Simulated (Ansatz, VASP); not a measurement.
# K in VASP and in Ansatz

```
CELL_PARAMETERS angstrom
4.66000 0.00000 0.00000
-2.33000 4.03568 0.00000
0.00000 0.00000 7.58678
ATOMIC_POSITIONS crystal
K 0.33333 0.66667 0.25000
K 0.66667 0.33333 0.75000
```

Alike in both runs: functional PBEsol; k mesh 12 × 12 × 6; occupations gaussian, width 0.1 eV; no spin polarisation.

Ansatz relaxed the structure, and its values are those at the end. VASP's run is a single point on that final structure, the one shown.

|  | VASP | Ansatz |
| --- | --- | --- |
| version | VASP 6.6.1 | Ansatz 0.2.0 |
| potentials or method | VASP PAW PBE potentials, release 64 (K_sv), cutoff 520 eV | scalar-relativistic, plane waves, PAW |
| valence electrons in the cell | 18 | 18 |

```csv
,VASP,Ansatz,Ansatz less VASP
gap on the k mesh at the Fermi level (eV),none,none,-
pressure (GPa),0.0,0.0,+0.01
```

VASP's potentials were made for PBE, not for PBEsol. A gap of «none» marks a metal or a gap that the smearing closes. The functional is the same, so the differences come from potentials, cutoffs and numerics.
